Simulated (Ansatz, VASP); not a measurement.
# Two plane-wave programs on AlNi

```xyz
2
Lattice="2.8810 0.0000 0.0000 0.0000 2.8810 0.0000 0.0000 0.0000 2.8810" Properties=species:S:1:pos:R:3 pbc="T T T"
Ni    1.4405    1.4405    1.4405
Al    0.0000    0.0000    0.0000
```

Alike in both runs: task relaxation of cell and atoms; functional LDA; k mesh 9 × 9 × 9; occupations fermi-dirac, width 0.05 eV; collinear spin.

```csv
,VASP,Ansatz
version,VASP 6.6.1,Ansatz 0.2.0
potentials or method,"VASP PAW LDA potentials, release 64 (Ni, Al)",Ansatz PAW
plane-wave cutoff (eV),600,420
valence electrons in the cell,13,21
```

```csv
,VASP,Ansatz,Ansatz less VASP
"gap on the k mesh at the Fermi level, each at its own relaxed structure (eV)",none,none,-
net moment per atom (μB),0.00,0.00,0.000
relaxed volume (Å³/atom),11.38,11.36,-0.018
relaxed cell length with the largest relative difference (Å),2.834,2.832,-0.0015
```

LDA's correlation is that of Perdew and Zunger in VASP and of Perdew and Wang (1992) in Ansatz. A gap of «none» marks a metal or a gap that the smearing closes. VASP's potentials hold 13 valence electrons a cell and Ansatz's 21, so a difference there can come from the potentials and not from the codes.

Noted on Ansatz's run: the plane-wave basis is chosen anew once the cell has moved, so the energies of steps on either side of that aren't comparable.
